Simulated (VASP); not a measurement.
# Ti: single point with PBE

Ti:

```xyz
2
Lattice="2.9500 0.0295 0.0295 -1.4495 2.5400 0.0108 0.0469 0.0469 4.6860" Properties=species:S:1:pos:R:3 pbc="T T T"
Ti    0.0287    1.7149    1.1885
Ti    1.5187    0.9015    3.5378
```

This cell differs from its parent crystal: equal xy, yz and zx shear strains of +2 %.

* Program: VASP 6.6.1
* Task: single point
* Functional: PBE
* Potentials or basis: VASP PAW PBE potentials, release 64 (Ti_sv)
* Cutoff: 520 eV
* k mesh: 13 × 13 × 7
* Occupations: fermi-dirac, width 0.08 eV
* Spin: no spin polarisation

* Pressure: -1.8 GPa
* Largest force: 0.052 eV/Å
* Band gap on the k mesh: zero (band 12 reaches 8.87 eV, above the bottom of band 13 at 7.83 eV)

Forces in eV/Å, atoms in the order of the input:
```
Ti  -0.052  0.001  0.006
Ti   0.052 -0.001 -0.006
```

Stress tensor (GPa, compression positive):
```
-1.64 -1.19 -0.77
-1.19 -1.61 -0.76
-0.77 -0.76 -2.04
```

Levels at points of the mesh, in eV from the Fermi level:
```tsv
k point	band 9	band 10	band 11	band 12	band 13	band 14	band 15	band 16
(0.00, 0.00, 0.00)	-6.16	-2.63	0.66	0.72	0.86	0.91	1.16	1.37
```

It took 4 min on 1 thread of Intel Xeon 6975P-C, on a shared host, peak memory 0.41 GiB.

Caveat: the cell differs from its parent crystal (equal xy, yz and zx shear strains of +2 %).
